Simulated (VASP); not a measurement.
# LiH (F-43m) in VASP: a series of runs, part 2 of 2

VASP 6.6.1. Earlier steps stand in the parts before.

## Step 4: Single point, r2SCAN

Contents of POSCAR:

```
LiH
1.0
    0.0000000000      2.1451220099      2.1451220099
    2.1451220099      0.0000000000      2.1451220099
    2.1451220099      2.1451220099      0.0000000000
Li H
1 1
Direct
    0.0000000000      0.0000000000      0.0000000000
    0.2500000000      0.2500000000      0.2500000000
```

Contents of INCAR.step1:

```
PREC = Accurate
ENCUT = 830
ISMEAR = 1
SIGMA = 0.5
LREAL = False
LASPH = True
NELM = 120
NBANDS = 9
GGA = PE
ALGO = Normal
EDIFF = 1E-5
LWAVE = True
LCHARG = False
GGA_COMPAT = False
```

Contents of INCAR.step2:

```
PREC = Accurate
ENCUT = 830
EDIFF = 1E-6
ISMEAR = 1
SIGMA = 0.5
LREAL = False
LASPH = True
NELM = 120
ALGO = Normal
ISIF = 2
LWAVE = False
LCHARG = False
METAGGA = R2SCAN
LMIXTAU = True
NBANDS = 9
ISTART = 1
GGA_COMPAT = False
```

Contents of KPOINTS:

```
regular mesh
0
Gamma
  8 8 8
```

Potentials or basis: VASP PAW PBE potentials, release 64 (Li_sv, H).

Launch:

```console
> cat potpaw_PBE.64/Li_sv/POTCAR potpaw_PBE.64/H/POTCAR > POTCAR
> cp INCAR.step1 INCAR
> mpirun -np 1 vasp_std > vasp.out
> cp INCAR.step2 INCAR
> mpirun -np 1 vasp_std > vasp.out
```

OUTCAR:

```text
PREC = Accurate
   ENCUT = 830
   EDIFF = 1E-6
   ISMEAR = 1
   LREAL = False
   LASPH = True
   NELM = 120
   ISIF = 2
   METAGGA = R2SCAN
   ISTART = 1

 ion  position               nearest neighbor table
   1  0.000  0.000  0.000-
   2  0.250  0.250  0.250-

  LATTYP: Found a face centered cubic cell.
 ALAT       =     4.2902440198

  Lattice vectors:

 A1 = (   0.0000000000,   2.1451220099,   2.1451220099)
 A2 = (   2.1451220099,   0.0000000000,   2.1451220099)
 A3 = (   2.1451220099,   2.1451220099,   0.0000000000)

Analysis of symmetry for initial positions (statically):
=====================================================================
 Subroutine PRICEL returns:
 Original cell was already a primitive cell.

 Routine SETGRP: Setting up the symmetry group for a
 face centered cubic supercell.

 Subroutine GETGRP returns: Found 24 space group operations
 (whereof 24 operations were pure point group operations)
 out of a pool of 48 trial point group operations.

The static configuration has the point symmetry T_d .

[... 158 lines left out ...]

  energy without entropy =       -6.71768157  energy(sigma->0) =       -6.70850377

 E-fermi :  -1.7999     XC(G=0):  -7.9617

 val. band max:       -1.9533005075   @ k =  -0.2500   0.5000   0.2500
 cond. band min:       2.8324234705   @ k =   0.5000   0.0000   0.0000
 fundamental gap:      4.7857239780
 Fermi energy:        -1.7999033688

 k-point     1 :       0.0000    0.0000    0.0000
  band No.  band energies     occupation
      1     -46.6713      2.00000
      2      -5.6394      2.00000
      3      12.1627      0.00000
      4      16.9018      0.00000
      5      16.9018      0.00000
      6      16.9018      0.00000
      7      18.5693      0.00000
      8      18.5693      0.00000
      9      18.5693      0.00000
[... 265 lines left out ...]
 k-point    24 :      -0.3750    0.2500    0.1250
  band No.  band energies     occupation
      1     -46.6452      2.00000
      2      -2.5299      2.05879
      3       3.3638     -0.00000
      4       9.5000      0.00000
      5      11.4938      0.00000
      6      15.9519      0.00000
      7      19.3832      0.00000
      8      22.8997      0.00000
      9      25.2474      0.00000

 [... further k-points ...]
[... 5 lines left out ...]
  --------------------------------------------------------------------------------------
  -------------------------------------------------------------------------------------
  Total       -0.0192736     -0.0192736     -0.0192736      0.0000000      0.0000000      0.0000000
  in kB       -1.5641843     -1.5641843     -1.5641843      0.0000000      0.0000000      0.0000000
  external PRESSURE =      -1.5641843 kB  Pullay stress =       0.0000000 kB

 VOLUME and BASIS-vectors are now :
 -----------------------------------------------------------------------------
  energy-cutoff  :      830.00
  volume of cell :       19.74
      direct lattice vectors                 reciprocal lattice vectors
     0.000000000  2.145122010  2.145122010    -0.233086975  0.233086975  0.233086975
     2.145122010  0.000000000  2.145122010     0.233086975 -0.233086975  0.233086975
     2.145122010  2.145122010  0.000000000     0.233086975  0.233086975 -0.233086975

 POSITION                                       TOTAL-FORCE (eV/Angst)
 -----------------------------------------------------------------------------------
      0.00000      0.00000      0.00000        -0.000000     -0.000000     -0.000000
      1.07256      1.07256      1.07256         0.000000      0.000000      0.000000
 -----------------------------------------------------------------------------------
    total drift:                                0.000000      0.000000      0.000000

  FREE ENERGIE OF THE ION-ELECTRON SYSTEM (eV)
  ---------------------------------------------------
  free  energy   TOTEN  =        -6.7039148693 eV

  energy  without entropy=       -6.7176815688  energy(sigma->0) =       -6.70850377
```

OSZICAR.step1:

```text
N       E                     dE             d eps       ncg     rms          rms(c)
DAV:   1     0.372617615223E+00    0.37262E+00   -0.18305E+03   522   0.551E+02
DAV:   2    -0.621643980791E+01   -0.65891E+01   -0.65601E+01   713   0.698E+01
DAV:   3    -0.636416593148E+01   -0.14773E+00   -0.14762E+00   631   0.890E+00
DAV:   4    -0.636543927029E+01   -0.12733E-02   -0.12730E-02   699   0.759E-01
DAV:   5    -0.636545091479E+01   -0.11644E-04   -0.11644E-04   660   0.575E-02    0.331E+00
DAV:   6    -0.609381363880E+01    0.27164E+00   -0.26168E-01   548   0.143E+00    0.161E+00
DAV:   7    -0.601803751210E+01    0.75776E-01   -0.29149E-01   577   0.174E+00    0.286E-01
DAV:   8    -0.602349083436E+01   -0.54533E-02   -0.11758E-02   590   0.565E-01    0.484E-02
DAV:   9    -0.602345497033E+01    0.35864E-04   -0.20531E-04   711   0.701E-02    0.942E-03
DAV:  10    -0.602345619048E+01   -0.12202E-05   -0.10079E-05   604   0.218E-02
   1 F= -.60234562E+01 E0= -.60279935E+01  d E =0.136120E-01
```

It took 1.7 min on 1 thread of Intel Xeon 8259CL, shared host; peak memory 0.17 GiB.

What came out:

```yaml
Free_energy: -6.7039 eV
Pressure: -0.2 GPa
Band_gap_on_the_k_mesh: 4.79 eV, indirect (least direct gap 5.85 eV)
```

Caveat: the PAW data sets were made with another functional, which shifts forces and pressure a little. r2SCAN opens gaps a little over a GGA but as a rule still falls short of measured ones.

## Step 5: Overview

```csv
level,smearing,gap on the mesh (eV),pressure (GPa)
r2SCAN+rVV10,gaussian 0.01 eV,4.74,-0.3
r2SCAN,tetrahedron,4.78,-0.1
r2SCAN,methfessel-paxton 0.5 eV,4.79,-0.2
```

Alike in all rows: task single point; potentials or basis VASP PAW PBE potentials, release 64 (Li_sv, H); no spin polarisation; cell as given; k mesh 8 × 8 × 8; cutoff (eV) 830.

On the cell as given the gap runs from 4.74 eV (r2SCAN+rVV10) to 4.79 eV (r2SCAN).

Caveats: the PAW data sets were made with another functional, which shifts forces and pressure a little.

Total energies depend on the potentials used, so only differences within one code and one set of settings carry meaning.
